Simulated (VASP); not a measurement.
# BeCu2O2 (I4/mmm) in VASP: single point with r2SCAN+rVV10

Aim: the single point of BeCu2O2 with r2SCAN+rVV10.

Everything below comes from runs of VASP 6.6.1. Logs are shortened: lines on timing, memory, paths and dates and some standing lists are left out, and cuts for length are marked.

**1. The cell of the first run**

Symmetry: I4/mmm, No. 139, tetragonal system. The conventional cell has a = 3.971 Å, b = 3.971 Å, c = 6.679 Å, α = 90.00°, β = 90.00°, γ = 90.00°. Be (site symmetry 4/mmm) has 2 Cu at 2.10 Å and 8 O at 2.59 Å within 2.8 Å. Within 2.7 Å of Cu (site symmetry 4mm) lie 4 O at 2.03 Å and 1 Be at 2.10 Å and 1 Cu at 2.48 Å. O (site symmetry -4m2) has 4 Cu at 2.03 Å and 4 Be at 2.59 Å within 2.7 Å.

**2. Single point, r2SCAN+rVV10**

File POSCAR:

```
BeCu2O2
1.0
   -1.9853749224      1.9853749224      3.3397162587
    1.9853749224     -1.9853749224      3.3397162587
    1.9853749224      1.9853749224     -3.3397162587
Be Cu O
1 2 2
Direct
    0.0000000000      0.0000000000      0.0000000000
    0.6854976152      0.6854976152      0.0000000000
    0.3145023848      0.3145023848      0.0000000000
    0.7500000000      0.2500000000      0.5000000000
    0.2500000000      0.7500000000      0.5000000000
```

File INCAR.step1:

```
ALGO = Normal
EDIFF = 1E-4
ENCUT = 520
GGA = PE
ISMEAR = -1
LASPH = True
LCHARG = False
LREAL = False
LWAVE = True
NBANDS = 26
NELM = 60
PREC = Accurate
SIGMA = 0.03
```

File INCAR.step2:

```
ALGO = Normal
BPARAM = 11.95
CPARAM = 0.0093
EDIFF = 1E-6
ENCUT = 520
ISIF = 2
ISMEAR = -1
ISTART = 1
IVDW_NL = 2
LASPH = True
LCHARG = True
LELF = True
LMIXTAU = True
LREAL = False
LUSE_VDW = True
LVHAR = True
LWAVE = False
METAGGA = R2SCAN
NBANDS = 26
NELM = 60
PREC = Accurate
SIGMA = 0.03
```

File KPOINTS:

```
k-points
0
Gamma
  10 10 10
```

Potentials or basis: VASP PAW PBE potentials, release 64 (Be, Cu, O).

Command:

```
cat potpaw_PBE.64/Be/POTCAR potpaw_PBE.64/Cu/POTCAR potpaw_PBE.64/O/POTCAR > POTCAR
cp INCAR.step1 INCAR
mpirun -np 1 vasp_std > vasp.out
cp INCAR.step2 INCAR
mpirun -np 1 vasp_std > vasp.out
```

OUTCAR:

```text
BPARAM = 11.95
   EDIFF = 1E-6
   ENCUT = 520
   ISIF = 2
   ISMEAR = -1
   ISTART = 1
   IVDW_NL = 2
   LASPH = True
   LREAL = False
   METAGGA = R2SCAN
   NELM = 60
   PREC = Accurate

 ion  position               nearest neighbor table
   1  0.000  0.000  0.000-   2 2.10   3 2.10
   2  0.685  0.685  0.000-   5 2.03   4 2.03   4 2.03   5 2.03   1 2.10   3 2.48
   3  0.315  0.315  0.000-   4 2.03   5 2.03   5 2.03   4 2.03   1 2.10   2 2.48
   4  0.750  0.250  0.500-   3 2.03   2 2.03   3 2.03   2 2.03
   5  0.250  0.750  0.500-   3 2.03   2 2.03   3 2.03   2 2.03

  LATTYP: Found a body centered tetragonal cell.
 ALAT       =     3.9707498448
 C/A-ratio  =     1.6821589822

  Lattice vectors:

 A1 = (  -1.9853749224,   1.9853749224,   3.3397162587)
 A2 = (   1.9853749224,  -1.9853749224,   3.3397162587)
 A3 = (   1.9853749224,   1.9853749224,  -3.3397162587)

Analysis of symmetry for initial positions (statically):
=====================================================================
 Subroutine PRICEL returns:
 Original cell was already a primitive cell.

 Routine SETGRP: Setting up the symmetry group for a
 body centered tetragonal supercell.

 Subroutine GETGRP returns: Found 16 space group operations
 (whereof 16 operations were pure point group operations)
 out of a pool of 16 trial point group operations.

The static configuration has the point symmetry D_4h.

Analysis of symmetry for dynamics (positions and initial velocities):
=====================================================================
 Subroutine PRICEL returns:
 Original cell was already a primitive cell.

 Routine SETGRP: Setting up the symmetry group for a
 body centered tetragonal supercell.

 Subroutine GETGRP returns: Found 16 space group operations
 (whereof 16 operations were pure point group operations)
 out of a pool of 16 trial point group operations.

The dynamic configuration has the point symmetry D_4h.

 Subroutine INISYM returns: Found 16 space group operations
 (whereof 16 operations are pure point group operations),
 and found     1 'primitive' translations

----------------------------------------------------------------------------------------

                                     Primitive cell

  volume of cell :      52.6568

  direct lattice vectors                    reciprocal lattice vectors
    -1.985374922  1.985374922  3.339716259     0.000000000  0.251841601  0.149713317
     1.985374922 -1.985374922  3.339716259     0.251841601  0.000000000  0.149713317
     1.985374922  1.985374922 -3.339716259     0.251841601  0.251841601  0.000000000

  length of vectors
     4.363156180  4.363156180  4.363156180     0.292981688  0.292981688  0.356157808

  position of ions in fractional coordinates (direct lattice)
     0.000000000  0.000000000  0.000000000
     0.685497615  0.685497615  0.000000000
     0.314502385  0.314502385  0.000000000
     0.750000000  0.250000000  0.500000000
     0.250000000  0.750000000  0.500000000

  ion indices of the primitive-cell ions
   primitive index   ion index
                 1           1
                 2           2
                 3           3
                 4           4
                 5           5

----------------------------------------------------------------------------------------

 KPOINTS: k-points

Automatic generation of k-mesh.
 Grid dimensions read from file:
 generate k-points for:   10   10   10

 Generating k-lattice:

  Cartesian coordinates                     Fractional coordinates (reciprocal lattice)
     0.000000000  0.025184160  0.014971332     0.100000000  0.000000000  0.000000000
     0.025184160  0.000000000  0.014971332     0.000000000  0.100000000  0.000000000
     0.025184160  0.025184160  0.000000000     0.000000000  0.000000000  0.100000000

  Length of vectors
     0.029298169  0.029298169  0.035615781

  Shift w.r.t. Gamma in fractional coordinates (k-lattice)
     0.000000000  0.000000000  0.000000000

 Subroutine IBZKPT returns following result:
 ===========================================

 Found    102 irreducible k-points:

 Following reciprocal coordinates:
            Coordinates               Weight
  0.000000  0.000000  0.000000      1.000000
  0.100000 -0.000000  0.000000      8.000000
  0.200000 -0.000000  0.000000      8.000000
  0.300000  0.000000  0.000000      8.000000
  0.400000 -0.000000  0.000000      8.000000
  0.500000 -0.000000  0.000000      4.000000
[... 16 lines left out ...]
  0.300000  0.300000  0.000000      8.000000
  0.400000  0.300000  0.000000     16.000000
 [... further k-points ...]
   k-points           NKPTS =    102   k-points in BZ     NKDIM =    102   number of bands    NBANDS=     26
   number of dos      NEDOS =    301   number of ions     NIONS =      5
   total plane-waves  NPLWV =  32768
   dimension x,y,z NGX =    32 NGY =   32 NGZ =   32
   dimension x,y,z NGXF=    64 NGYF=   64 NGZF=   64
   ions per type =               1   2   2
   NGX,Y,Z   is equivalent  to a cutoff of  12.19, 12.19, 12.19 a.u.
   NGXF,Y,Z  is equivalent  to a cutoff of  24.39, 24.39, 24.39 a.u.
 SYSTEM =  unknown system
   PREC   = accura    normal or accurate (medium, high low for compatibility)
   ISTART =      1    job   : 0-new  1-cont  2-samecut
   ICHARG =      0    charge: 1-file 2-atom 10-const
   ISPIN  =      1    spin polarized calculation?
   LNONCOLLINEAR =      F non collinear calculations
   LSORBIT =      F    spin-orbit coupling
   LASPH  =      T    aspherical Exc in radial PAW
   ENCUT  =  520.0 eV  38.22 Ry    6.18 a.u.   8.11  8.11  8.11*2*pi/ulx,y,z
   NELM   =     60;   NELMIN=  2; NELMDL=  0     # of ELM steps
   EDIFF  = 0.1E-05   stopping-criterion for ELM
   LREAL  =      F    real-space projection
   EDIFFG = 0.1E-04   stopping-criterion for IOM
   NSW    =      0    number of steps for IOM
   IBRION =     -1    ionic relax: 0-MD 1-quasi-New 2-CG
   NFREE  =      0    steps in history (QN), initial steepest desc. (CG)
   ISIF   =      2    stress and relaxation
   ISYM   =      2    0-nonsym 1-usesym 2-fastsym
   POTIM  = 0.5000    time-step for ionic-motion
   TEBEG  =    0.0;   TEEND  =   0.0 temperature during run
   PSTRESS=    0.0 pullay stress
   NELECT =      36.0000    total number of electrons
   NUPDOWN=      -1.0000    fix difference up-down
   EMIN   =  10.00;   EMAX   =-10.00  energy-range for DOS
   EFERMI =   0.00;   METHOD = LEGACY
   ISMEAR =    -1;   SIGMA  =   0.03  broadening in eV -4-tet -1-fermi 0-gaus
   EFERMI_NEDOS =   21; number of points for ismear=-14 and -15
   IALGO  =     38    algorithm
   IMIX   =      4    mixing-type and parameters
     AMIX     =   0.40;   BMIX     =  1.00
     AMIX_MAG =   1.60;   BMIX_MAG =  1.00
  volume/ion in A,a.u.               =      10.53        71.07
  Fermi-wavevector in a.u.,A,eV,Ry     =   1.442195  2.725354 28.299135  2.079928
  Thomas-Fermi vector in A             =   2.560743
   LORBIT       =      0    0 simple, 1 ext, 2 COOP (PROOUT), +10 PAW based schemes
   METAGGA = R2SCAN    functional components
   LHFCALC =     F    Hartree Fock is set to
   AEXX    =    0.0000 exact exchange contribution
   IVDW_NL    =     2    kernel type
   BPARAM     =11.9500
   IVDW    =     0    specifies the selected vdW correction
   LEPSILON=     F    determine dielectric tensor
   LRPA    =     F    only Hartree local field effects (RPA)
 non-spin polarized calculation
  energy-cutoff  :      520.00
  volume of cell :       52.66
 maximum number of plane-waves:      1448
   NGX = 17   NGY = 17   NGZ = 17

 number of electron      35.9999981 magnetization

 Free energy of the ion-electron system (eV)
  ---------------------------------------------------
  ext. energy  EPLUGINS =         0.00000000
  ---------------------------------------------------
  free energy    TOTEN  =       -36.86371755 eV

  energy without entropy =      -36.85921661  energy(sigma->0) =      -36.86146708

 E-fermi :   6.0019     XC(G=0): -11.9013

 val. band max:        5.9765958305   @ k =  -0.4000   0.5000   0.1000
 cond. band min:       6.0031809446   @ k =   0.2000   0.2000   0.2000
 fundamental gap:      0.0265851141
 Fermi energy:         6.0018746610

 k-point     1 :       0.0000    0.0000    0.0000
  band No.  band energies     occupation
      1     -15.1176      2.00000
      2     -13.7882      2.00000
      3      -0.6650      2.00000
      4      -0.6650      2.00000
      5       0.1388      2.00000
      6       0.4815      2.00000
[... 18 lines left out ...]
     25      17.3112      0.00000
     26      18.8448      0.00000

 k-point     2 :       0.1000   -0.0000    0.0000
  band No.  band energies     occupation
      1     -15.0764      2.00000
      2     -13.8084      2.00000
      3      -0.7327      2.00000
      4      -0.6489      2.00000
      5       0.0115      2.00000
      6       0.4299      2.00000
[... 18 lines left out ...]
     25      17.4904      0.00000
     26      17.5765      0.00000

 k-point     3 :       0.2000   -0.0000    0.0000
  band No.  band energies     occupation
      1     -14.9579      2.00000
      2     -13.8717      2.00000
      3      -0.8927      2.00000
      4      -0.5978      2.00000
      5      -0.3161      2.00000
      6       0.2435      2.00000
[... 18 lines left out ...]
     25      16.5515      0.00000
     26      17.5496      0.00000

 k-point     4 :       0.3000    0.0000    0.0000
  band No.  band energies     occupation
      1     -14.7785      2.00000
      2     -13.9825      2.00000
      3      -1.0585      2.00000
      4      -0.6726      2.00000
      5      -0.5049      2.00000
      6       0.1587      2.00000
[... 18 lines left out ...]
     25      15.7920      0.00000
     26      16.8962      0.00000

 k-point     5 :       0.4000   -0.0000    0.0000
  band No.  band energies     occupation
      1     -14.5636      2.00000
      2     -14.1420      2.00000
      3      -1.1678      2.00000
      4      -0.9130      2.00000
      5      -0.3681      2.00000
      6       0.1133      2.00000
[... 18 lines left out ...]
     25      15.3198      0.00000
     26      16.1807      0.00000

 k-point     6 :       0.5000   -0.0000    0.0000
  band No.  band energies     occupation
      1     -14.3480      2.00000
      2     -14.3364      2.00000
      3      -1.2043      2.00000
      4      -0.9939      2.00000
      5      -0.2538      2.00000
      6       0.0103      2.00000
[... 427 lines left out ...]
 k-point    21 :      -0.3000    0.2000    0.0000
  band No.  band energies     occupation
      1     -14.7061      2.00000
      2     -13.9763      2.00000
      3      -1.4377      2.00000
      4      -1.2210      2.00000
      5      -0.2138      2.00000
      6      -0.1195      2.00000
[... 18 lines left out ...]
     25      16.6014      0.00000
     26      17.4050      0.00000

 k-point    22 :      -0.2000    0.2000    0.0000
  band No.  band energies     occupation
      1     -14.8514      2.00000
      2     -13.9061      2.00000
      3      -1.2355      2.00000
      4      -0.7007      2.00000
      5      -0.2901      2.00000
      6      -0.0209      2.00000
[... 18 lines left out ...]
     25      16.5868      0.00000
     26      17.3236      0.00000

 k-point    23 :       0.3000    0.3000    0.0000
  band No.  band energies     occupation
      1     -14.4733      2.00000
      2     -14.1034      2.00000
      3      -2.0935      2.00000
      4      -1.3862      2.00000
      5      -0.4952      2.00000
      6      -0.1218      2.00000
[... 18 lines left out ...]
     25      16.3875      0.00000
     26      18.1487      0.00000

 k-point    24 :       0.4000    0.3000    0.0000
  band No.  band energies     occupation
      1     -14.3208      2.00000
      2     -14.1932      2.00000
      3      -2.3189      2.00000
      4      -1.6584      2.00000
      5      -0.5569      2.00000
      6       0.0590      2.00000
[... 18 lines left out ...]
     25      16.2093      0.00000
     26      18.1894      0.00000

 [... further k-points ...]

------------------------ aborting loop because EDIFF is reached ----------------------------------------

  FORCE on cell =-STRESS in cart. coord.  units (eV):
  Direction    XX          YY          ZZ          XY          YZ          ZX
  --------------------------------------------------------------------------------------
  -------------------------------------------------------------------------------------
  Total        0.4336254      0.4336254     -0.1682510      0.0000000      0.0000000      0.0000000
  in kB       13.1938225     13.1938225     -5.1193351      0.0000000      0.0000000      0.0000000
  external PRESSURE =       7.0894366 kB  Pullay stress =       0.0000000 kB

 VOLUME and BASIS-vectors are now :
 -----------------------------------------------------------------------------
  energy-cutoff  :      520.00
  volume of cell :       52.66
      direct lattice vectors                 reciprocal lattice vectors
    -1.985374922  1.985374922  3.339716259     0.000000000  0.251841601  0.149713317
     1.985374922 -1.985374922  3.339716259     0.251841601  0.000000000  0.149713317
     1.985374922  1.985374922 -3.339716259     0.251841601  0.251841601  0.000000000

 POSITION                                       TOTAL-FORCE (eV/Angst)
 -----------------------------------------------------------------------------------
      0.00000      0.00000      0.00000        -0.000000     -0.000000      0.000000
      0.00000      0.00000      4.57874        -0.000000      0.000000     -0.003254
      0.00000      0.00000      2.10070         0.000000      0.000000      0.003254
      0.00000      1.98537      1.66986        -0.000000     -0.000000      0.000000
      1.98537      0.00000      1.66986        -0.000000     -0.000000      0.000000
 -----------------------------------------------------------------------------------
    total drift:                               -0.000000     -0.000000      0.000000

  FREE ENERGIE OF THE ION-ELECTRON SYSTEM (eV)
  ---------------------------------------------------
  free  energy   TOTEN  =       -36.8637175454 eV

  energy  without entropy=      -36.8592166140  energy(sigma->0) =      -36.86146708
```

Run time: 6.7 min. Hardware: 1 thread of Intel Xeon Platinum 8488C (Sapphire Rapids), shared host; peak memory 0.41 GiB.

What came out:

```yaml
Free_energy: -36.8637 eV
Pressure: 0.7 GPa
Largest_force: 0.003 eV/Å
Band_gap_on_the_k_mesh: zero (band 18 reaches 6.33 eV, above the bottom of band 19 at 4.40 eV)
```

Forces on the atoms (eV/Å):
```
Be   0.000  0.000  0.000
Cu   0.000  0.000 -0.003
Cu   0.000  0.000  0.003
O    0.000  0.000  0.000
O    0.000  0.000  0.000
```

Stress tensor (GPa, compression positive):
```
 1.32  0.00  0.00
 0.00  1.32  0.00
 0.00  0.00 -0.51
```

Caveat: the PAW data sets were made with another functional, which shifts forces and pressure a little.
